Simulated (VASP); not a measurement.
Crystal: Rb2Na.

```
Rb Na
1.0
     0.00000    3.69175    3.69175
     3.69175    0.00000    3.69175
     3.69175    3.69175    0.00000
Rb Na
2 1
Direct
  0.25000 0.25000 0.25000
  0.75000 0.75000 0.75000
  0.00000 0.00000 0.00000
```

```yaml
Program: VASP 6.6.1
Task: relaxation of cell and atoms
Functional: PBE
Potentials_or_basis: VASP PAW PBE potentials, release 64 (Rb_sv, Na_pv)
Cutoff: 600 eV
k_mesh: 4 × 4 × 4
Occupations: gaussian, width 0.1 eV
Spin: no spin polarisation
```

At the start: pressure 11.3 GPa; volume 33.54 Å³/atom.

**Question.** Where does the relaxation end?

**Answer.** Over 6 steps the energy falls by 862.3 meV/atom and the volume is 80.84 Å³/atom (+141.0 %); space group Fm-3m (No. 225, to 0.1 Å) before and after.

The path:
```
step  energy change (eV)  largest force (eV/Å)  pressure (GPa)  volume (Å³)
   1              0.0000                0.0000           11.33       100.63
   2             -1.7144                0.0000            4.18       139.28
   3             -2.4410                0.0000            1.08       189.03
   4             -2.4237                0.0000           -0.57       321.44
   5             -2.5827                0.0000           -0.12       252.86
   6             -2.5869                0.0000           -0.01       242.52
```

Final structure:
```xyz
3
Lattice="0.0000 4.9496 4.9496 4.9496 0.0000 4.9496 4.9496 4.9496 0.0000" Properties=species:S:1:pos:R:3 pbc="T T T"
Rb    2.4748    2.4748    2.4748
Rb    7.4244    7.4244    7.4244
Na    0.0000    0.0000    0.0000
```

Caveat: the k points lie up to 0.27 Å⁻¹ apart in the final cell, too coarse for converged energies and pressures of a metal; the volume moved by over 15 % at a fixed basis, so the end points are rough.
